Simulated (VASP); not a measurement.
Write the native input for VASP 6.6.1 that does the following.

| Quantity | Value |
| --- | --- |
| Task | single point |
| Functional | PBE |
| Potentials or basis | VASP PAW PBE potentials, release 64 (Li_sv, F) |
| Cutoff | 520 eV |
| k mesh | 6 × 6 × 4 |
| Occupations | gaussian, width 0.1 eV |
| Spin | collinear spin, ferromagnetic start |
| Starting moments | [0.0, 0.0, 1.0, 1.0, 1.0] μB |
| Dipole correction | no |
| Further INCAR settings | ALGO = Normal; EDIFF = 1e-07; NBANDS = 26 |

The structure of Li2F3 lies in POSCAR:

```
Li2F3
1.0
    3.4394676005      0.0000000000      0.0000000000
   -1.7197338002      2.9786663175      0.0000000000
    0.0000000000      0.0000000000      5.3512528911
Li F
2 3
Direct
    0.3333333333      0.6666666667      0.2450000000
    0.6666666667      0.3333333333      0.7550000000
    0.0000000000      0.0000000000      0.0000000000
    0.3333333333      0.6666666667      0.6450000000
    0.6666666667      0.3333333333      0.3550000000
```

One way to write it, as run:

INCAR

```
SYSTEM = Li2F3
PREC = Accurate ; ENCUT = 520
EDIFF = 1E-7 ; ISMEAR = 0
SIGMA = 0.1 ; LREAL = .FALSE.
LASPH = .TRUE. ; NELM = 150
ALGO = Normal ; ISIF = 2
LWAVE = .FALSE. ; LCHARG = .FALSE.
ISPIN = 2 ; MAGMOM = 0 0 1 1 1
LORBIT = 11 ; GGA = PE
NBANDS = 26
```

KPOINTS

```
regular mesh
0
G
  6 6 4
  0 0 0
```

Potentials or basis: VASP PAW PBE potentials, release 64 (Li_sv, F).

Launch:

```console
$ cat potpaw_PBE.64/Li_sv/POTCAR potpaw_PBE.64/F/POTCAR > POTCAR
$ mpirun -np 1 vasp_std > vasp.out
```

It gave:

| Quantity | Value |
| --- | --- |
| Largest force | 0.535 eV/Å |
| Band gap on the k mesh | zero (filled and empty bands overlap) |
| Net moment | 1.00 μB per cell |
| Site moments | Li -0.00; F +0.29, +0.31 μB |
| Valence electrons inside the program's atomic spheres | Li 2.03; F 5.99, 6.01 |

It took 48 s on 1 thread of AMD EPYC 9R45 96-Core Processor (Zen 5), with other jobs on the host, peak memory 0.18 GiB.
